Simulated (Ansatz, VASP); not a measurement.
# One calculation of BN, two programs

```xyz
4
Lattice="2.6457 0.0000 0.0000 -1.3229 2.2913 0.0000 0.0000 0.0000 4.1896" Properties=species:S:1:pos:R:3 pbc="T T T"
B     0.0000    1.5275    0.0015
B     1.3229    0.7638    2.0964
N     0.0000    1.5275    1.5696
N     1.3229    0.7638    3.6644
```

Change from the starting cell: epitaxial_xy strain +4.0%.

Alike in both runs: task single point; functional PBE; k mesh 12 × 12 × 6; occupations fermi-dirac, width 0.02 eV; no spin polarisation.

|  | VASP | Ansatz |
| --- | --- | --- |
| version | VASP 6.6.1 | Ansatz 0.2.0 |
| potentials or method | VASP PAW PBE potentials, release 64 (B, N) | plane waves, PAW |
| plane-wave cutoff (eV) | 520 | 420 |
| valence electrons in the cell | 16 | 16 |

```csv
,VASP,Ansatz,Ansatz less VASP
gap on the k mesh at the Fermi level (eV),5.40,5.41,+0.015
pressure (GPa),-19.4,-19.5,-0.05
"traceless stress, the component that is largest in VASP (GPa)",23.84,23.70,-0.144
rms of the force components (eV/Å),0.033,0.030,-0.0039
```

Atom by atom the forces differ by 0.004 eV/Å (rms over components). With one functional, cell and mesh, what is left measures potentials, basis and numerics.
